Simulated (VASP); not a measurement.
# AlGa3N4 (P-42m) in VASP: notebook

The runs below take AlGa3N4 through single point, with PBEsol.

Everything below comes from runs of VASP 6.6.1. Logs are shortened: lines on timing, memory, paths and dates and some standing lists are left out, and cuts for length are marked.

### Step 1. The cell of the first run

Symmetry: P-42m, No. 111, tetragonal system. Conventional cell: a = 4.579 Å, b = 4.579 Å, c = 4.356 Å, α = 90.00°, β = 90.00°, γ = 90.00°. Within 2.5 Å of Al (site symmetry -42m) lie 4 N at 1.91 Å. Ga (site symmetry -42m) has 4 N at 1.97 Å within 2.6 Å. Ga (site symmetry 222) has 4 N at 1.96 Å within 2.6 Å. N (site symmetry m) has 1 Al at 1.91 Å and 3 Ga at 1.96 to 1.97 Å within 2.5 Å.

### Step 2. Single point, PBEsol (strain +0.025 along x and y, -0.025 along z)

INCAR

```
PREC = Accurate
ENCUT = 520
EDIFF = 1E-6
ISMEAR = 0
SIGMA = 0.05
LREAL = False
LASPH = True
NELM = 60
ALGO = Normal
ISIF = 2
LWAVE = False
LCHARG = False
GGA = PS
NBANDS = 41
```

KPOINTS

```
Automatic mesh
0
Gamma
  6 6 6
```

POSCAR

```
AlGa3N4
1.0
    4.5793186394      0.0000000000      0.0000000000
    0.0000000000      4.5793186394      0.0000000000
    0.0000000000      0.0000000000      4.3559372424
Al Ga N
1 3 4
Direct
    0.0000000000      0.0000000000      0.0000000000
    0.5000000000      0.5000000000      0.0000000000
    0.5000000000      0.0000000000      0.5000000000
    0.0000000000      0.5000000000      0.5000000000
    0.7550309200      0.7550309200      0.2449690800
    0.7550309200      0.2449690800      0.7550309200
    0.2449690800      0.7550309200      0.7550309200
    0.2449690800      0.2449690800      0.2449690800
```

Potentials or basis: VASP PAW PBE potentials, release 64 (Al, Ga_d, N).

Started as:

```console
$ cat potpaw_PBE.64/Al/POTCAR potpaw_PBE.64/Ga_d/POTCAR potpaw_PBE.64/N/POTCAR > POTCAR
$ mpirun -np 1 vasp_std > vasp.out
```

OUTCAR:

```text
PREC = Accurate
   ENCUT = 520
   EDIFF = 1E-6
   ISMEAR = 0
   LREAL = False
   LASPH = True
   NELM = 60
   ISIF = 2
   GGA = PS

 ion  position               nearest neighbor table
   1  0.000  0.000  0.000-   5 1.91   6 1.91   7 1.91   8 1.91
   2  0.500  0.500  0.000-   5 1.97   6 1.97   7 1.97   8 1.97
   3  0.500  0.000  0.500-   5 1.96   6 1.96   7 1.96   8 1.96
   4  0.000  0.500  0.500-   5 1.96   6 1.96   7 1.96   8 1.96
   5  0.755  0.755  0.245-   1 1.91   3 1.96   4 1.96   2 1.97
   6  0.755  0.245  0.755-   1 1.91   3 1.96   4 1.96   2 1.97
   7  0.245  0.755  0.755-   1 1.91   3 1.96   4 1.96   2 1.97
   8  0.245  0.245  0.245-   1 1.91   3 1.96   4 1.96   2 1.97

  LATTYP: Found a simple tetragonal cell.
 ALAT       =     4.5793186394
 C/A-ratio  =     0.9512195122

  Lattice vectors:

 A1 = (   4.5793186394,   0.0000000000,   0.0000000000)
 A2 = (   0.0000000000,   4.5793186394,   0.0000000000)
 A3 = (   0.0000000000,   0.0000000000,   4.3559372424)

Analysis of symmetry for initial positions (statically):
=====================================================================
 Subroutine PRICEL returns:
 Original cell was already a primitive cell.

 Routine SETGRP: Setting up the symmetry group for a
 simple tetragonal supercell.

 Subroutine GETGRP returns: Found  8 space group operations
 (whereof  8 operations were pure point group operations)
 out of a pool of 16 trial point group operations.

The static configuration has the point symmetry D_2d.

Analysis of symmetry for dynamics (positions and initial velocities):
=====================================================================
 Subroutine PRICEL returns:
 Original cell was already a primitive cell.

 Routine SETGRP: Setting up the symmetry group for a
 simple tetragonal supercell.

 Subroutine GETGRP returns: Found  8 space group operations
 (whereof  8 operations were pure point group operations)
 out of a pool of 16 trial point group operations.

The dynamic configuration has the point symmetry D_2d.

 Subroutine INISYM returns: Found  8 space group operations
 (whereof  8 operations are pure point group operations),
 and found     1 'primitive' translations

----------------------------------------------------------------------------------------

                                     Primitive cell

  volume of cell :      91.3447

  direct lattice vectors                    reciprocal lattice vectors
     4.579318639  0.000000000  0.000000000     0.218373098  0.000000000  0.000000000
     0.000000000  4.579318639  0.000000000     0.000000000  0.218373098  0.000000000
     0.000000000  0.000000000  4.355937242     0.000000000  0.000000000  0.229571719

  length of vectors
     4.579318639  4.579318639  4.355937242     0.218373098  0.218373098  0.229571719

  position of ions in fractional coordinates (direct lattice)
     0.000000000  0.000000000  0.000000000
     0.500000000  0.500000000  0.000000000
     0.500000000  0.000000000  0.500000000
     0.000000000  0.500000000  0.500000000
     0.755030920  0.755030920  0.244969080
     0.755030920  0.244969080  0.755030920
     0.244969080  0.755030920  0.755030920
     0.244969080  0.244969080  0.244969080

  ion indices of the primitive-cell ions
   primitive index   ion index
                 1           1
                 2           2
                 3           3
                 4           4
                 5           5
                 6           6
                 7           7
                 8           8

----------------------------------------------------------------------------------------

 KPOINTS: Automatic mesh

Automatic generation of k-mesh.
 Grid dimensions read from file:
 generate k-points for:    6    6    6

 Generating k-lattice:

  Cartesian coordinates                     Fractional coordinates (reciprocal lattice)
     0.036395516  0.000000000  0.000000000     0.166666667  0.000000000  0.000000000
     0.000000000  0.036395516  0.000000000     0.000000000  0.166666667  0.000000000
     0.000000000  0.000000000  0.038261953     0.000000000  0.000000000  0.166666667

  Length of vectors
     0.036395516  0.036395516  0.038261953

  Shift w.r.t. Gamma in fractional coordinates (k-lattice)
     0.000000000  0.000000000  0.000000000

 Subroutine IBZKPT returns following result:
 ===========================================

 Found     40 irreducible k-points:

 Following reciprocal coordinates:
            Coordinates               Weight
  0.000000  0.000000  0.000000      1.000000
  0.166667  0.000000  0.000000      4.000000
  0.333333  0.000000  0.000000      4.000000
  0.500000  0.000000  0.000000      2.000000
  0.166667  0.166667  0.000000      4.000000
  0.333333  0.166667  0.000000      8.000000
[... 16 lines left out ...]
  0.333333  0.000000  0.333333      8.000000
  0.500000  0.000000  0.333333      4.000000
 [... further k-points ...]
   k-points           NKPTS =     40   k-points in BZ     NKDIM =     40   number of bands    NBANDS=     41
   number of dos      NEDOS =    301   number of ions     NIONS =      8
   total plane-waves  NPLWV =  41472
   dimension x,y,z NGX =    36 NGY =   36 NGZ =   32
   dimension x,y,z NGXF=    72 NGYF=   72 NGZF=   64
   ions per type =               1   3   4
   NGX,Y,Z   is equivalent  to a cutoff of  13.07, 13.07, 12.21 a.u.
   NGXF,Y,Z  is equivalent  to a cutoff of  26.14, 26.14, 24.43 a.u.
 SYSTEM =  unknown system
   PREC   = accura    normal or accurate (medium, high low for compatibility)
   ISTART =      0    job   : 0-new  1-cont  2-samecut
   ICHARG =      2    charge: 1-file 2-atom 10-const
   ISPIN  =      1    spin polarized calculation?
   LNONCOLLINEAR =      F non collinear calculations
   LSORBIT =      F    spin-orbit coupling
   LASPH  =      T    aspherical Exc in radial PAW
   ENCUT  =  520.0 eV  38.22 Ry    6.18 a.u.   8.51  8.51  8.10*2*pi/ulx,y,z
   NELM   =     60;   NELMIN=  2; NELMDL= -5     # of ELM steps
   EDIFF  = 0.1E-05   stopping-criterion for ELM
   LREAL  =      F    real-space projection
   EDIFFG = 0.1E-04   stopping-criterion for IOM
   NSW    =      0    number of steps for IOM
   IBRION =     -1    ionic relax: 0-MD 1-quasi-New 2-CG
   NFREE  =      0    steps in history (QN), initial steepest desc. (CG)
   ISIF   =      2    stress and relaxation
   ISYM   =      2    0-nonsym 1-usesym 2-fastsym
   POTIM  = 0.5000    time-step for ionic-motion
   TEBEG  =    0.0;   TEEND  =   0.0 temperature during run
   PSTRESS=    0.0 pullay stress
   NELECT =      62.0000    total number of electrons
   NUPDOWN=      -1.0000    fix difference up-down
   EMIN   =  10.00;   EMAX   =-10.00  energy-range for DOS
   EFERMI =   0.00;   METHOD = LEGACY
   ISMEAR =     0;   SIGMA  =   0.05  broadening in eV -4-tet -1-fermi 0-gaus
   EFERMI_NEDOS =   21; number of points for ismear=-14 and -15
   IALGO  =     38    algorithm
   IMIX   =      4    mixing-type and parameters
     AMIX     =   0.40;   BMIX     =  1.00
     AMIX_MAG =   1.60;   BMIX_MAG =  1.00
  volume/ion in A,a.u.               =      11.42        77.05
  Fermi-wavevector in a.u.,A,eV,Ry     =   1.438724  2.718795 28.163079  2.069928
  Thomas-Fermi vector in A             =   2.557659
   LORBIT       =      0    0 simple, 1 ext, 2 COOP (PROOUT), +10 PAW based schemes
   GGA     = PS    functional components
   LHFCALC =     F    Hartree Fock is set to
   AEXX    =    0.0000 exact exchange contribution
   IVDW    =     0    specifies the selected vdW correction
   LEPSILON=     F    determine dielectric tensor
   LRPA    =     F    only Hartree local field effects (RPA)
 non-spin polarized calculation
 Gauss-broadening in eV      SIGMA  =   0.05
  energy-cutoff  :      520.00
  volume of cell :       91.34
 maximum number of plane-waves:      2488
 NGX is ok and might be reduce to    36
   NGX = 17   NGY = 17   NGZ = 17

 number of electron      62.0000070 magnetization

 Free energy of the ion-electron system (eV)
  ---------------------------------------------------
  ext. energy  EPLUGINS =         0.00000000
  ---------------------------------------------------
  free energy    TOTEN  =       -54.88035418 eV

  energy without entropy =      -54.88035418  energy(sigma->0) =      -54.88035418

 E-fermi :   5.4183     XC(G=0): -11.6225

 val. band max:        5.2030185902   @ k =   0.0000   0.0000   0.0000
 cond. band min:       7.2035166634   @ k =   0.0000   0.0000   0.0000
 fundamental gap:      2.0004980732
 Fermi energy:         5.4183460208

 k-point     1 :       0.0000    0.0000    0.0000
  band No.  band energies     occupation
      1     -10.4275      2.00000
      2      -9.2336      2.00000
      3      -9.2336      2.00000
      4      -9.2264      2.00000
      5      -8.0464      2.00000
      6      -8.0356      2.00000
[... 33 lines left out ...]
     40      15.7160      0.00000
     41      15.7197      0.00000

 k-point     2 :       0.1667    0.0000    0.0000
  band No.  band energies     occupation
      1     -10.3218      2.00000
      2      -9.2680      2.00000
      3      -9.2370      2.00000
      4      -9.2242      2.00000
      5      -8.0444      2.00000
      6      -8.0319      2.00000
[... 33 lines left out ...]
     40      15.7017      0.00000
     41      16.0741      0.00000

 k-point     3 :       0.3333    0.0000    0.0000
  band No.  band energies     occupation
      1     -10.0394      2.00000
      2      -9.3962      2.00000
      3      -9.2418      2.00000
      4      -9.2218      2.00000
      5      -8.0157      2.00000
      6      -8.0154      2.00000
[... 33 lines left out ...]
     40      15.9648      0.00000
     41      16.0570      0.00000

 k-point     4 :       0.5000    0.0000    0.0000
  band No.  band energies     occupation
      1      -9.7458      2.00000
      2      -9.6056      2.00000
      3      -9.2438      2.00000
      4      -9.2210      2.00000
      5      -7.9906      2.00000
      6      -7.9845      2.00000
[... 825 lines left out ...]
     40      15.4857      0.00000
     41      15.8192      0.00000

 k-point    23 :       0.3333    0.0000    0.3333
  band No.  band energies     occupation
      1      -9.7559      2.00000
      2      -9.3655      2.00000
      3      -9.3157      2.00000
      4      -9.2671      2.00000
      5      -8.0296      2.00000
      6      -8.0109      2.00000
[... 33 lines left out ...]
     40      14.6255      0.00000
     41      14.7598      0.00000

 k-point    24 :       0.5000    0.0000    0.3333
  band No.  band energies     occupation
      1      -9.6005      2.00000
      2      -9.4577      2.00000
      3      -9.3052      2.00000
      4      -9.2854      2.00000
      5      -8.0223      2.00000
      6      -8.0161      2.00000
[... 33 lines left out ...]
     40      14.3609      0.00000
     41      14.3998      0.00000

 [... further k-points ...]
[... 5 lines left out ...]
  --------------------------------------------------------------------------------------
  -------------------------------------------------------------------------------------
  Total       -3.7419389     -3.7419389     -0.5140578      0.0000000      0.0000000      0.0000000
  in kB      -65.6332542    -65.6332542     -9.0165251      0.0000000      0.0000000      0.0000000
  external PRESSURE =     -46.7610112 kB  Pullay stress =       0.0000000 kB

 VOLUME and BASIS-vectors are now :
 -----------------------------------------------------------------------------
  energy-cutoff  :      520.00
  volume of cell :       91.34
      direct lattice vectors                 reciprocal lattice vectors
     4.579318639  0.000000000  0.000000000     0.218373098  0.000000000  0.000000000
     0.000000000  4.579318639  0.000000000     0.000000000  0.218373098  0.000000000
     0.000000000  0.000000000  4.355937242     0.000000000  0.000000000  0.229571719

 POSITION                                       TOTAL-FORCE (eV/Angst)
 -----------------------------------------------------------------------------------
      0.00000      0.00000      0.00000         0.000000      0.000000      0.000000
      2.28966      2.28966      0.00000         0.000000      0.000000      0.000000
      2.28966      0.00000      2.17797         0.000000      0.000000      0.000000
      0.00000      2.28966      2.17797         0.000000      0.000000     -0.000000
      3.45753      3.45753      1.06707        -0.024825     -0.024825     -0.034871
      3.45753      1.12179      3.28887        -0.024825      0.024825      0.034871
      1.12179      3.45753      3.28887         0.024825     -0.024825      0.034871
      1.12179      1.12179      1.06707         0.024825      0.024825     -0.034871
 -----------------------------------------------------------------------------------
    total drift:                                0.000000      0.000000     -0.000000

  FREE ENERGIE OF THE ION-ELECTRON SYSTEM (eV)
  ---------------------------------------------------
  free  energy   TOTEN  =       -54.8803541763 eV

  energy  without entropy=      -54.8803541763  energy(sigma->0) =      -54.88035418
```

Wall time 60 s (1 thread of Intel Xeon 6975P-C (Granite Rapids), shared host); peak memory 0.26 GiB.

Results:

```
Free energy            : -54.8804 eV
Pressure               : -4.7 GPa
Largest force          : 0.049 eV/Å
Band gap on the k mesh : 2.00 eV, direct
```

Forces in eV/Å, atoms in the order of the input:
```
Al   0.000  0.000  0.000
Ga   0.000  0.000  0.000
Ga   0.000  0.000  0.000
Ga   0.000  0.000  0.000
N   -0.025 -0.025 -0.035
N   -0.025  0.025  0.035
N    0.025 -0.025  0.035
N    0.025  0.025 -0.035
```

Caveat: the cell differs from its parent crystal (strain +0.025 along x and y, -0.025 along z); the PAW data sets were made with another functional, which shifts forces and pressure a little.

### Step 3. Single point, PBEsol (strain +0.000 along x and y, +0.025 along z)

INCAR, as its differences from that of step 2:

```diff
@@ -7,3 +7,3 @@
 LASPH = True
-NELM = 60
+NELM = 100
 ALGO = Normal
```

KPOINTS

```
regular mesh
0
Gamma
  6 6 6
```

POSCAR, as its differences from that of step 2:

```diff
@@ -2,5 +2,5 @@
 1.0
-    4.5793186394      0.0000000000      0.0000000000
-    0.0000000000      4.5793186394      0.0000000000
-    0.0000000000      0.0000000000      4.3559372424
+    4.4676279409      0.0000000000      0.0000000000
+    0.0000000000      4.4676279409      0.0000000000
+    0.0000000000      0.0000000000      4.5793186394
 Al Ga N
```

Potentials or basis: VASP PAW PBE potentials, release 64 (Al, Ga_d, N).

Started as:

```console
$ cat potpaw_PBE.64/Al/POTCAR potpaw_PBE.64/Ga_d/POTCAR potpaw_PBE.64/N/POTCAR > POTCAR
$ mpirun -np 1 vasp_std > vasp.out
```

OUTCAR:

```text
PREC = Accurate
   ENCUT = 520
   EDIFF = 1E-6
   ISMEAR = 0
   LREAL = False
   LASPH = True
   NELM = 100
   ISIF = 2
   GGA = PS

 ion  position               nearest neighbor table
   1  0.000  0.000  0.000-   5 1.91   6 1.91   7 1.91   8 1.91
   2  0.500  0.500  0.000-   5 1.96   6 1.96   7 1.96   8 1.96
   3  0.500  0.000  0.500-   5 1.96   6 1.96   7 1.96   8 1.96
   4  0.000  0.500  0.500-   5 1.96   6 1.96   7 1.96   8 1.96
[... 1272 lines left out ...]
  -------------------------------------------------------------------------------------
  Total       -2.0304572     -2.0304572     -3.9407679      0.0000000     -0.0000000      0.0000000
  in kB      -35.5917679    -35.5917679    -69.0774943      0.0000000     -0.0000000      0.0000000
  external PRESSURE =     -46.7536767 kB  Pullay stress =       0.0000000 kB

 VOLUME and BASIS-vectors are now :
 -----------------------------------------------------------------------------
  energy-cutoff  :      520.00
  volume of cell :       91.40
      direct lattice vectors                 reciprocal lattice vectors
     4.467627941  0.000000000  0.000000000     0.223832426  0.000000000  0.000000000
     0.000000000  4.467627941  0.000000000     0.000000000  0.223832426  0.000000000
     0.000000000  0.000000000  4.579318639     0.000000000  0.000000000  0.218373098

 POSITION                                       TOTAL-FORCE (eV/Angst)
 -----------------------------------------------------------------------------------
      0.00000      0.00000      0.00000        -0.000000      0.000000      0.000000
      2.23381      2.23381      0.00000        -0.000000      0.000000      0.000000
      2.23381      0.00000      2.28966        -0.000000     -0.000000      0.000000
      0.00000      2.23381      2.28966        -0.000000      0.000000      0.000000
      3.37320      3.37320      1.12179         0.004311      0.004311      0.023824
      3.37320      1.09443      3.45753         0.004311     -0.004311     -0.023824
      1.09443      3.37320      3.45753        -0.004311      0.004311     -0.023824
      1.09443      1.09443      1.12179        -0.004311     -0.004311      0.023824
 -----------------------------------------------------------------------------------
    total drift:                               -0.000000     -0.000000     -0.000000

  FREE ENERGIE OF THE ION-ELECTRON SYSTEM (eV)
  ---------------------------------------------------
  free  energy   TOTEN  =       -54.9193666258 eV

  energy  without entropy=      -54.9193666258  energy(sigma->0) =      -54.91936663
```

OSZICAR:

```text
N       E                     dE             d eps       ncg     rms          rms(c)
DAV:   1     0.624806976324E+03    0.62481E+03   -0.27909E+04  3680   0.253E+03
DAV:   2     0.500905238264E+02   -0.57472E+03   -0.53741E+03  3536   0.633E+02
DAV:   3    -0.549849266310E+02   -0.10508E+03   -0.10194E+03  3718   0.191E+02
DAV:   4    -0.623392186506E+02   -0.73543E+01   -0.72761E+01  4447   0.536E+01
DAV:   5    -0.625582010614E+02   -0.21898E+00   -0.21867E+00  4146   0.897E+00    0.148E+01
DAV:   6    -0.548003061423E+02    0.77579E+01   -0.22753E+01  6072   0.564E+01    0.451E+00
DAV:   7    -0.550110661761E+02   -0.21076E+00   -0.37018E+00  3872   0.107E+01    0.385E+00
DAV:   8    -0.549598938109E+02    0.51172E-01   -0.54356E-01  5089   0.756E+00    0.114E+00
DAV:   9    -0.549184550905E+02    0.41439E-01   -0.16899E-01  5228   0.536E+00    0.463E-01
DAV:  10    -0.549193198781E+02   -0.86479E-03   -0.15821E-02  4062   0.825E-01    0.208E-01
DAV:  11    -0.549193449563E+02   -0.25078E-04   -0.16671E-03  5054   0.720E-01    0.271E-02
DAV:  12    -0.549193634257E+02   -0.18469E-04   -0.23065E-04  4810   0.305E-01    0.148E-02
DAV:  13    -0.549193649912E+02   -0.15655E-05   -0.34005E-05  5188   0.791E-02    0.635E-03
DAV:  14    -0.549193666704E+02   -0.16792E-05   -0.10473E-05  3749   0.223E-02    0.213E-03
DAV:  15    -0.549193666258E+02    0.44614E-07   -0.34618E-07  2705   0.523E-03
   1 F= -.54919367E+02 E0= -.54919367E+02  d E =-.313057E-11
```

stdout:

```text
POSCAR found type information on POSCAR AlGaN
 POSCAR found :  3 types and       8 ions
 scaLAPACK will be used
 -----------------------------------------------------------------------------
|                                                                             |
|                                                                             |
|     You enforced a specific xc type in the INCAR file but a different       |
|     I HOPE YOU KNOW WHAT YOU ARE DOING!                                     |
|                                                                             |
 -----------------------------------------------------------------------------

 LDA part: xc-table for (Slater+PW92), standard interpolation
 POSCAR, INCAR and KPOINTS ok, starting setup
 FFT: planning ... GRIDC
 FFT: planning ... GRID_SOFT
 FFT: planning ... GRID
 WAVECAR not read
 entering main loop
```

It took 74 s on 1 thread of Intel Xeon 6975P-C (Granite Rapids), shared host; peak memory 0.26 GiB.

What came out:

```
Free energy            : -54.9194 eV
Pressure               : -4.7 GPa
Largest force          : 0.025 eV/Å
Band gap on the k mesh : 2.10 eV, direct
```

Forces on the atoms (eV/Å):
```
Al   0.000  0.000  0.000
Ga   0.000  0.000  0.000
Ga   0.000  0.000  0.000
Ga   0.000  0.000  0.000
N    0.004  0.004  0.024
N    0.004 -0.004 -0.024
N   -0.004  0.004 -0.024
N   -0.004 -0.004  0.024
```

Caveat: the cell differs from its parent crystal (strain +0.000 along x and y, +0.025 along z); the PAW data sets were made with another functional, which shifts forces and pressure a little.

(Part 1 of 2 ends here.)
